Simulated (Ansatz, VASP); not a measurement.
## Al: VASP beside Ansatz

POSCAR

```
Al
1.0
    0.0000000000      2.0514502267      2.0514502267
    2.0514502267      0.0000000000      2.0514502267
    2.0514502267      2.0514502267      0.0000000000
Al
1
Direct
    0.0000000000      0.0000000000      0.0000000000
```

Contents of INCAR.step1:

```
SYSTEM = Al
PREC = Accurate ; ENCUT = 520
EDIFF = 1E-5 ; ISMEAR = -1
SIGMA = 0.05 ; LREAL = .FALSE.
LASPH = .TRUE. ; NELM = 80
ALGO = Normal ; ISIF = 2
LWAVE = .TRUE. ; LCHARG = .FALSE.
NBANDS = 8 ; GGA = PE
```

File INCAR.step2:

```
SYSTEM = Al
PREC = Accurate ; ENCUT = 520
EDIFF = 1E-6 ; ISMEAR = -1
SIGMA = 0.05 ; LREAL = .FALSE.
LASPH = .TRUE. ; NELM = 80
ALGO = Normal ; ISIF = 2
LWAVE = .FALSE. ; LCHARG = .FALSE.
GGA = PE ; LHFCALC = .TRUE.
AEXX = 0.25 ; HFSCREEN = 0.3
PRECFOCK = Normal ; NBANDS = 8
ISTART = 1
```

Contents of KPOINTS:

```
regular mesh
0
G
  6 6 6
  0 0 0
```

input.yaml

```yaml
crystal:
  lattice:
    - [0.0, 2.0514502267, 2.0514502267]
    - [2.0514502267, 0.0, 2.0514502267]
    - [2.0514502267, 2.0514502267, 0.0]
  atoms:
    - { symbol: Al, position: [0.0, 0.0, 0.0] }
hamiltonian:
  xc: { exchange: pbe, correlation: pbe, exx: { coeff: 0.25, omega: 0.3 } }
  pseudopotentials: { kind: paw }
kpoints:
  mp_grid: { grid: [6, 6, 6] }
scf:
  occupations: { method: fermi_dirac, width: 0.05 }
output:
  forces: true
  stress: true
  eigenvalues: true
```

Alike in both runs: task single point; functional PBE-based screened hybrid; k mesh 6 × 6 × 6; occupations fermi-dirac, width 0.05 eV; no spin polarisation.

```csv
,VASP,Ansatz
version,VASP 6.6.1,Ansatz 0.2.0
potentials or method,"VASP PAW PBE potentials, release 64 (Al)",Ansatz PAW
plane-wave cutoff (eV),520,420
valence electrons in the cell,3,3
```

```tsv
	VASP	Ansatz	Ansatz less VASP
gap on the k mesh at the Fermi level (eV)	none	none	-
pressure (GPa)	-3.5	-3.6	-0.06
```

VASP's potentials were made for PBE, not for PBE-based screened hybrid. A gap of «none» marks a metal or a gap that the smearing closes.

The k mesh is coarse, so the values compare programs but aren't converged.
